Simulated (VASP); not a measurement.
# Te2Mo (P6_3/mmc) in VASP: a series of runs

The runs below take Te2Mo through single point, with PBE+D3(BJ).

All numbers are computed with VASP 6.6.1; they aren't measurements. Logs are shortened: lines on timing, memory, paths and dates and some standing lists are left out, and cuts for length are marked.

## 1. The cell of the first run

The structure is hexagonal, space group P6_3/mmc (No. 194). The conventional cell has a = 3.371 Å, b = 3.371 Å, c = 12.971 Å, α = 90.00°, β = 90.00°, γ = 120.00°. Within 3.5 Å of Te (site symmetry 3m) lie 3 Mo at 2.67 Å and 9 Te at 3.37 to 3.43 Å. Mo (site symmetry -6m2) has 6 Te at 2.67 Å and 6 Mo at 3.37 Å within 3.5 Å.

## 2. Single point, PBE+D3(BJ) (21.27 Å³/atom)

INCAR

```
PREC = Accurate
ENCUT = 520
EDIFF = 1E-6
ISMEAR = 0
SIGMA = 0.02
LREAL = F
LASPH = T
NELM = 60
ALGO = Normal
ISIF = 2
LWAVE = F
LCHARG = T
GGA = PE
IVDW = 12
LELF = T
LVHAR = T
NBANDS = 35
```

KPOINTS

```
regular mesh
0
Gamma
  12 12 2
```

POSCAR

```
Te2Mo
1.0
    3.3709094290      0.0000000000      0.0000000000
   -1.6854547145      2.9192931994      0.0000000000
    0.0000000000      0.0000000000     12.9711463111
Te Mo
4 2
Direct
    0.3333333333      0.6666666667      0.6086981789
    0.6666666667      0.3333333333      0.1086981789
    0.3333333333      0.6666666667      0.8913018211
    0.6666666667      0.3333333333      0.3913018211
    0.3333333333      0.6666666667      0.2500000000
    0.6666666667      0.3333333333      0.7500000000
```

Potentials or basis: VASP PAW PBE potentials, release 64 (Te, Mo_sv).

Started as:

```sh
> cat potpaw_PBE.64/Te/POTCAR potpaw_PBE.64/Mo_sv/POTCAR > POTCAR
> mpirun -np 1 vasp_std > vasp.out
```

OUTCAR:

```text
PREC = Accurate
   ENCUT = 520
   EDIFF = 1E-6
   ISMEAR = 0
   LREAL = F
   LASPH = T
   NELM = 60
   ISIF = 2
   GGA = PE
   IVDW = 12
 IVDW          = 12

 ion  position               nearest neighbor table
   1  0.333  0.667  0.609-   6 2.67   6 2.67   6 2.67   4 3.43   4 3.43   4 3.43   3 3.67
   2  0.667  0.333  0.109-   5 2.67   5 2.67   5 2.67   3 3.43   3 3.43   3 3.43   4 3.67
   3  0.333  0.667  0.891-   6 2.67   6 2.67   6 2.67   2 3.43   2 3.43   2 3.43   1 3.67
   4  0.667  0.333  0.391-   5 2.67   5 2.67   5 2.67   1 3.43   1 3.43   1 3.43   2 3.67
   5  0.333  0.667  0.250-   2 2.67   4 2.67   2 2.67   4 2.67   2 2.67   4 2.67
   6  0.667  0.333  0.750-   1 2.67   3 2.67   1 2.67   3 2.67   1 2.67   3 2.67

  LATTYP: Found a hexagonal cell.
 ALAT       =     3.3709094290
 C/A-ratio  =     3.8479664270

  Lattice vectors:

 A1 = (   3.3709094290,   0.0000000000,   0.0000000000)
 A2 = (  -1.6854547145,   2.9192931994,   0.0000000000)
 A3 = (   0.0000000000,   0.0000000000,  12.9711463111)

Analysis of symmetry for initial positions (statically):
=====================================================================
 Subroutine PRICEL returns:
 Original cell was already a primitive cell.

 Routine SETGRP: Setting up the symmetry group for a
 hexagonal supercell.

 Subroutine GETGRP returns: Found 24 space group operations
 (whereof 12 operations were pure point group operations)
 out of a pool of 24 trial point group operations.

The static configuration has the point symmetry D_3d.
 The point group associated with its full space group is D_6h.

Analysis of symmetry for dynamics (positions and initial velocities):
=====================================================================
 Subroutine PRICEL returns:
 Original cell was already a primitive cell.

 Routine SETGRP: Setting up the symmetry group for a
 hexagonal supercell.

 Subroutine GETGRP returns: Found 24 space group operations
 (whereof 12 operations were pure point group operations)
 out of a pool of 24 trial point group operations.

The dynamic configuration has the point symmetry D_3d.
 The point group associated with its full space group is D_6h.

 Subroutine INISYM returns: Found 24 space group operations
 (whereof 12 operations are pure point group operations),
 and found     1 'primitive' translations

----------------------------------------------------------------------------------------

                                     Primitive cell

  volume of cell :     127.6448

  direct lattice vectors                    reciprocal lattice vectors
     3.370909429  0.000000000  0.000000000     0.296655849  0.171274335  0.000000000
    -1.685454715  2.919293199  0.000000000     0.000000000  0.342548669  0.000000000
     0.000000000  0.000000000 12.971146311     0.000000000  0.000000000  0.077094189

  length of vectors
     3.370909429  3.370909429 12.971146311     0.342548669  0.342548669  0.077094189

  position of ions in fractional coordinates (direct lattice)
     0.333333333  0.666666667  0.608698179
     0.666666667  0.333333333  0.108698179
     0.333333333  0.666666667  0.891301821
     0.666666667  0.333333333  0.391301821
     0.333333333  0.666666667  0.250000000
     0.666666667  0.333333333  0.750000000

  ion indices of the primitive-cell ions
   primitive index   ion index
                 1           1
                 2           2
                 3           3
                 4           4
                 5           5
                 6           6

----------------------------------------------------------------------------------------

 KPOINTS: regular mesh

Automatic generation of k-mesh.
 Grid dimensions read from file:
 generate k-points for:   12   12    2

 Generating k-lattice:

  Cartesian coordinates                     Fractional coordinates (reciprocal lattice)
     0.024721321  0.014272861  0.000000000     0.083333333 -0.000000000  0.000000000
     0.000000000  0.028545722  0.000000000     0.000000000  0.083333333  0.000000000
     0.000000000  0.000000000  0.038547094     0.000000000  0.000000000  0.500000000

  Length of vectors
     0.028545722  0.028545722  0.038547094

  Shift w.r.t. Gamma in fractional coordinates (k-lattice)
     0.000000000  0.000000000  0.000000000

 Subroutine IBZKPT returns following result:
 ===========================================

 Found     38 irreducible k-points:

 Following reciprocal coordinates:
            Coordinates               Weight
  0.000000  0.000000  0.000000      1.000000
  0.083333  0.000000  0.000000      6.000000
  0.166667  0.000000  0.000000      6.000000
  0.250000  0.000000  0.000000      6.000000
  0.333333  0.000000  0.000000      6.000000
  0.416667  0.000000  0.000000      6.000000
[... 16 lines left out ...]
  0.250000  0.000000  0.500000      6.000000
  0.333333  0.000000  0.500000      6.000000
 [... further k-points ...]
   k-points           NKPTS =     38   k-points in BZ     NKDIM =     38   number of bands    NBANDS=     35
   number of dos      NEDOS =    301   number of ions     NIONS =      6
   total plane-waves  NPLWV =  75264
   dimension x,y,z NGX =    28 NGY =   28 NGZ =   96
   dimension x,y,z NGXF=    56 NGYF=   56 NGZF=  192
   ions per type =               4   2
   NGX,Y,Z   is equivalent  to a cutoff of  13.81, 13.81, 12.30 a.u.
   NGXF,Y,Z  is equivalent  to a cutoff of  27.62, 27.62, 24.61 a.u.
 SYSTEM =  unknown system
   PREC   = accura    normal or accurate (medium, high low for compatibility)
   ISTART =      0    job   : 0-new  1-cont  2-samecut
   ICHARG =      2    charge: 1-file 2-atom 10-const
   ISPIN  =      1    spin polarized calculation?
   LNONCOLLINEAR =      F non collinear calculations
   LSORBIT =      F    spin-orbit coupling
   LASPH  =      T    aspherical Exc in radial PAW
   ENCUT  =  520.0 eV  38.22 Ry    6.18 a.u.   6.27  6.27 24.12*2*pi/ulx,y,z
   NELM   =     60;   NELMIN=  2; NELMDL= -5     # of ELM steps
   EDIFF  = 0.1E-05   stopping-criterion for ELM
   LREAL  =      F    real-space projection
   EDIFFG = 0.1E-04   stopping-criterion for IOM
   NSW    =      0    number of steps for IOM
   IBRION =     -1    ionic relax: 0-MD 1-quasi-New 2-CG
   NFREE  =      0    steps in history (QN), initial steepest desc. (CG)
   ISIF   =      2    stress and relaxation
   ISYM   =      2    0-nonsym 1-usesym 2-fastsym
   POTIM  = 0.5000    time-step for ionic-motion
   TEBEG  =    0.0;   TEEND  =   0.0 temperature during run
   PSTRESS=    0.0 pullay stress
   NELECT =      52.0000    total number of electrons
   NUPDOWN=      -1.0000    fix difference up-down
   EMIN   =  10.00;   EMAX   =-10.00  energy-range for DOS
   EFERMI =   0.00;   METHOD = LEGACY
   ISMEAR =     0;   SIGMA  =   0.02  broadening in eV -4-tet -1-fermi 0-gaus
   EFERMI_NEDOS =   21; number of points for ismear=-14 and -15
   IALGO  =     38    algorithm
   IMIX   =      4    mixing-type and parameters
     AMIX     =   0.40;   BMIX     =  1.00
     AMIX_MAG =   1.60;   BMIX_MAG =  1.00
  volume/ion in A,a.u.               =      21.27       143.56
  Fermi-wavevector in a.u.,A,eV,Ry     =   1.213598  2.293368 20.038938  1.472820
  Thomas-Fermi vector in A             =   2.349045
   LORBIT       =      0    0 simple, 1 ext, 2 COOP (PROOUT), +10 PAW based schemes
   GGA     = PE    functional components
   LHFCALC =     F    Hartree Fock is set to
   AEXX    =    0.0000 exact exchange contribution
   IVDW    =    12    specifies the selected vdW correction
   LEPSILON=     F    determine dielectric tensor
   LRPA    =     F    only Hartree local field effects (RPA)
 non-spin polarized calculation
 Gauss-broadening in eV      SIGMA  =   0.02
  energy-cutoff  :      520.00
  volume of cell :      127.64
 maximum number of plane-waves:      3469
 NGX is ok and might be reduce to    28
   NGX = 13   NGY = 13   NGZ = 49

 number of electron      52.0000001 magnetization

 Free energy of the ion-electron system (eV)
  ---------------------------------------------------
  ext. energy  EPLUGINS =         0.00000000
  ---------------------------------------------------
  free energy    TOTEN  =       -35.02058388 eV

  energy without entropy =      -35.02034526  energy(sigma->0) =      -35.02046457

 E-fermi :  10.9423     XC(G=0): -11.3505

 val. band max:       10.9360252184   @ k =   0.0833   0.0000   0.0000
 cond. band min:      10.9808783140   @ k =   0.2500   0.1667   0.0000
 fundamental gap:      0.0448530956
 Fermi energy:        10.9422857128

 k-point     1 :       0.0000    0.0000    0.0000
  band No.  band energies     occupation
      1     -50.2707      2.00000
      2     -50.2706      2.00000
      3     -24.5227      2.00000
      4     -24.5226      2.00000
      5     -24.2866      2.00000
      6     -24.2866      2.00000
[... 27 lines left out ...]
     34      14.4287      0.00000
     35      17.1204      0.00000

 k-point     2 :       0.0833    0.0000    0.0000
  band No.  band energies     occupation
      1     -50.2694      2.00000
      2     -50.2694      2.00000
      3     -24.5196      2.00000
      4     -24.5195      2.00000
      5     -24.3007      2.00000
      6     -24.3007      2.00000
[... 27 lines left out ...]
     34      14.2338      0.00000
     35      17.5391      0.00000

 k-point     3 :       0.1667    0.0000    0.0000
  band No.  band energies     occupation
      1     -50.2662      2.00000
      2     -50.2662      2.00000
      3     -24.5110      2.00000
      4     -24.5110      2.00000
      5     -24.3390      2.00000
      6     -24.3390      2.00000
[... 27 lines left out ...]
     34      14.4332      0.00000
     35      17.0403      0.00000

 k-point     4 :       0.2500    0.0000    0.0000
  band No.  band energies     occupation
      1     -50.2617      2.00000
      2     -50.2617      2.00000
      3     -24.4993      2.00000
      4     -24.4993      2.00000
      5     -24.3908      2.00000
      6     -24.3908      2.00000
[... 27 lines left out ...]
     34      14.6648      0.00000
     35      16.5280      0.00000

 k-point     5 :       0.3333    0.0000    0.0000
  band No.  band energies     occupation
      1     -50.2572      2.00000
      2     -50.2572      2.00000
      3     -24.4876      2.00000
      4     -24.4875      2.00000
      5     -24.4421      2.00000
      6     -24.4421      2.00000
[... 638 lines left out ...]
 k-point    22 :       0.1667    0.0000    0.5000
  band No.  band energies     occupation
      1     -50.2662      2.00000
      2     -50.2662      2.00000
      3     -24.5110      2.00000
      4     -24.5110      2.00000
      5     -24.3390      2.00000
      6     -24.3390      2.00000
[... 27 lines left out ...]
     34      14.2059      0.00000
     35      17.2767      0.00000

 k-point    23 :       0.2500    0.0000    0.5000
  band No.  band energies     occupation
      1     -50.2617      2.00000
      2     -50.2617      2.00000
      3     -24.4993      2.00000
      4     -24.4993      2.00000
      5     -24.3908      2.00000
      6     -24.3908      2.00000
[... 27 lines left out ...]
     34      14.2301      0.00000
     35      16.2885      0.00000

 k-point    24 :       0.3333    0.0000    0.5000
  band No.  band energies     occupation
      1     -50.2572      2.00000
      2     -50.2572      2.00000
      3     -24.4876      2.00000
      4     -24.4876      2.00000
      5     -24.4421      2.00000
      6     -24.4421      2.00000
[... 27 lines left out ...]
     34      14.2009      0.00000
     35      15.4802      0.00000

 [... further k-points ...]

------------------------ aborting loop because EDIFF is reached ----------------------------------------

 Edisp (eV)   -3.78077

 E8    (eV) :    -1.7390

  FORCE on cell =-STRESS in cart. coord.  units (eV):
  Direction    XX          YY          ZZ          XY          YZ          ZX
  --------------------------------------------------------------------------------------
  -------------------------------------------------------------------------------------
  Total       7.47478     7.47478     7.40535     0.00000     0.00000     0.00000
  in kB      93.82226    93.82226    92.95075     0.00000     0.00000     0.00000
  external pressure =       93.53 kB  Pullay stress =        0.00 kB

 VOLUME and BASIS-vectors are now :
 -----------------------------------------------------------------------------
  energy-cutoff  :      520.00
  volume of cell :      127.64
      direct lattice vectors                 reciprocal lattice vectors
     3.370909429  0.000000000  0.000000000     0.296655849  0.171274335  0.000000000
    -1.685454715  2.919293199  0.000000000     0.000000000  0.342548669  0.000000000
     0.000000000  0.000000000 12.971146311     0.000000000  0.000000000  0.077094189

 POSITION                                       TOTAL-FORCE (eV/Angst)
 -----------------------------------------------------------------------------------
     -0.00000      1.94620      7.89551         0.000000      0.000000     -0.022568
      1.68545      0.97310      1.40994         0.000000      0.000000     -0.022568
     -0.00000      1.94620     11.56121         0.000000      0.000000      0.022568
      1.68545      0.97310      5.07563         0.000000      0.000000      0.022568
     -0.00000      1.94620      3.24279        -0.000000      0.000000      0.000000
      1.68545      0.97310      9.72836         0.000000     -0.000000      0.000000
 -----------------------------------------------------------------------------------
    total drift:                               -0.000000      0.000000     -0.000000

  FREE ENERGIE OF THE ION-ELECTRON SYSTEM (eV)
  ---------------------------------------------------
  free  energy   TOTEN  =       -38.8013581064 eV

  energy  without entropy=      -38.8011194900  energy(sigma->0) =      -38.80123880
```

It took 99 s on 1 thread of Intel Xeon 6975P-C (Granite Rapids), shared host; peak memory 0.33 GiB.

What came out:

* Free energy: -38.8014 eV
* Pressure: 9.4 GPa
* Largest force: 0.023 eV/Å
* Band gap on the k mesh: zero (bands 26 and 27 overlap by 0.02 eV)
* Dispersion energy per atom: -0.630 eV

Forces in eV/Å, atoms in the order of the input:
```
Te   0.000  0.000 -0.023
Te   0.000  0.000 -0.023
Te   0.000  0.000  0.023
Te   0.000  0.000  0.023
Mo   0.000  0.000  0.000
Mo   0.000  0.000  0.000
```

Levels at points of the mesh, in eV from the Fermi level:
```tsv
k point	band 24	band 25	band 26	band 27	band 28	band 29
(0.00, 0.00, 0.00)	-1.34	-0.28	-0.06	2.66	2.66	2.79
(0.50, 0.00, 0.00)	-1.70	-1.18	-0.33	1.01	1.07	1.18
(0.00, 0.00, 0.50)	-1.38	-0.21	-0.21	2.69	2.69	2.69
(0.50, 0.00, 0.50)	-1.68	-0.77	-0.77	1.10	1.10	1.38
```

Caveat: the cell stands under pressure; spin-orbit coupling is left out, which moves the levels of the heavy elements.

## 3. Single point, PBE+D3(BJ) (22.00 Å³/atom)

This run uses another cell than the first one, of 22.00 Å³/atom.

INCAR

```
ALGO = Normal
EDIFF = 1E-6
ENCUT = 520
GGA = PE
ISIF = 2
ISMEAR = 0
IVDW = 12
LASPH = T
LCHARG = F
LREAL = F
LWAVE = F
NBANDS = 35
NELM = 80
PREC = Accurate
SIGMA = 0.02
```

KPOINTS

```
k-points
0
Gamma
  12 12 2
```

POSCAR

```
Te2Mo
1.0
    3.4076624228      0.0000000000      0.0000000000
   -1.7038312114      2.9511222257      0.0000000000
    0.0000000000      0.0000000000     13.1255682813
Te Mo
4 2
Direct
    0.3333333333      0.6666666667      0.6106922843
    0.6666666667      0.3333333333      0.1106922843
    0.3333333333      0.6666666667      0.8893077157
    0.6666666667      0.3333333333      0.3893077157
    0.3333333333      0.6666666667      0.2500000000
    0.6666666667      0.3333333333      0.7500000000
```

Potentials or basis: VASP PAW PBE potentials, release 64 (Te, Mo_sv).

Started as:

```sh
> cat potpaw_PBE.64/Te/POTCAR potpaw_PBE.64/Mo_sv/POTCAR > POTCAR
> mpirun -np 1 vasp_std > vasp.out
```

It took 1.8 min on 1 thread of Intel Xeon 6975P-C (Granite Rapids), shared host; peak memory 0.34 GiB.

It converged, with:

| Property | Result |
| --- | --- |
| Free energy | -39.0114 eV |
| Pressure | 6.2 GPa |
| Largest force | 0.016 eV/Å |
| Band gap on the k mesh | 0.19 eV (least direct gap 0.61 eV) |
| Dispersion energy per atom | -0.609 eV |

Forces on the atoms (eV/Å):
```
Te   0.000  0.000 -0.016
Te   0.000  0.000 -0.016
Te   0.000  0.000  0.016
Te   0.000  0.000  0.016
Mo   0.000  0.000  0.000
Mo   0.000  0.000  0.000
```

Levels at points of the mesh, in eV from the valence-band top:
```tsv
k point	band 22	band 23	band 24	band 25	band 26	band 27	band 28	band 29	band 30	band 31
(0.00, 0.00, 0.00)	-1.34	-1.26	-1.26	-0.21	-0.07	2.70	2.70	2.84	2.84	3.02
(0.50, 0.00, 0.00)	-2.38	-1.60	-1.51	-1.05	-0.32	1.10	1.11	1.20	1.73	2.25
(0.00, 0.00, 0.50)	-1.30	-1.30	-1.30	-0.16	-0.16	2.73	2.73	2.73	2.73	3.27
(0.50, 0.00, 0.50)	-2.62	-1.51	-1.51	-0.70	-0.70	1.13	1.13	1.44	1.44	2.84
```

Caveat: the cell stands under pressure; spin-orbit coupling is left out, which moves the levels of the heavy elements.
